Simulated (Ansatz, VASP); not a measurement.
**Zr: VASP beside Ansatz**

INCAR

```
SYSTEM = Zr
  PREC = Accurate
  ENCUT = 520
  EDIFF = 1E-6
  ISMEAR = 0
  SIGMA = 0.15
  LREAL = .FALSE.
  LASPH = .TRUE.
  NELM = 60
  ALGO = Fast
  ISIF = 2
  LWAVE = .FALSE.
  LCHARG = .FALSE.
  GGA = PS
  NBANDS = 12
```

Contents of KPOINTS:

```
Automatic mesh
0
G
  18 18 18
  0 0 0
```

File POSCAR:

```
Zr
1.0
    0.0000000000      2.4354000000      2.1648000000
    2.4354000000      0.0000000000      2.1648000000
    2.4354000000      2.4354000000      0.0000000000
Zr
1
Direct
    0.0000000000      0.0000000000      0.0000000000
```

Input for Ansatz:

```yaml
crystal:
  lattice:
    - [0.0, 2.4354, 2.1648]
    - [2.4354, 0.0, 2.1648]
    - [2.4354, 2.4354, 0.0]
  atoms:
    - { symbol: Zr, position: [0.0, 0.0, 0.0] }
basis:
  ecutwfc: 420
kpoints:
  mp_grid: { grid: [18, 18, 18] }
hamiltonian:
  xc: pbesol
scf:
  occupations: { method: gaussian, width: 0.15 }
output:
  forces: true
  stress: true
  eigenvalues: true
```

Change from the starting cell: strain +0.080 along x and y, -0.040 along z, atoms carried along.

Alike in both runs: task single point; functional PBEsol; k mesh 18 × 18 × 18; occupations gaussian, width 0.15 eV; no spin polarisation.

|  | VASP | Ansatz |
| --- | --- | --- |
| version | VASP 6.6.1 | Ansatz 0.2.0 |
| potentials or method | VASP PAW PBE potentials, release 64 (Zr_sv), cutoff 520 eV | scalar-relativistic, plane waves, PAW |
| valence electrons in the cell | 12 | 12 |

```tsv
	VASP	Ansatz	Ansatz less VASP
gap on the k mesh at the Fermi level (eV)	none	none	-
pressure (GPa)	-10.9	-11.0	-0.09
traceless stress, the component that is largest in VASP (GPa)	1.81	1.81	-0.007
```

VASP's potentials were made for PBE, not for PBEsol. A gap of «none» marks a metal or a gap that the smearing closes.
